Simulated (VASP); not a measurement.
Here is a VASP 6.6.1 calculation.

File INCAR:

```
ALGO = Normal ; EDIFF = 1E-6
ENCUT = 520 ; GGA = PE
ISIF = 2 ; ISMEAR = -1
LASPH = True ; LCHARG = False
LREAL = False ; LWAVE = False
NBANDS = 16 ; NELM = 60
PREC = Accurate ; SIGMA = 0.03
```

File KPOINTS:

```
k-points
0
Gamma
  6 6 6
```

File POSCAR:

```
InP
1.0
    0.0000000000      2.9305000000      2.9305000000
    2.9305000000      0.0000000000      2.9305000000
    2.9305000000      2.9305000000      0.0000000000
In P
1 1
Direct
    0.0000000000      0.0000000000      0.0000000000
    0.7500000000      0.7500000000      0.7500000000
```

Potentials or basis: VASP PAW PBE potentials, release 64 (In_d, P).

Launch:

```console
$ cat potpaw_PBE.64/In_d/POTCAR potpaw_PBE.64/P/POTCAR > POTCAR
$ mpirun -np 1 vasp_std > vasp.out
```

Q: What does it give for the pressure?

A: 3.3 GPa.

Q: Predict the band gap on the k mesh.

A: 0.71 eV, direct.

Caveat: spin-orbit coupling is left out, which moves the levels of the heavy elements. A hybrid or GW would open this gap; PBE tends to underestimate it.
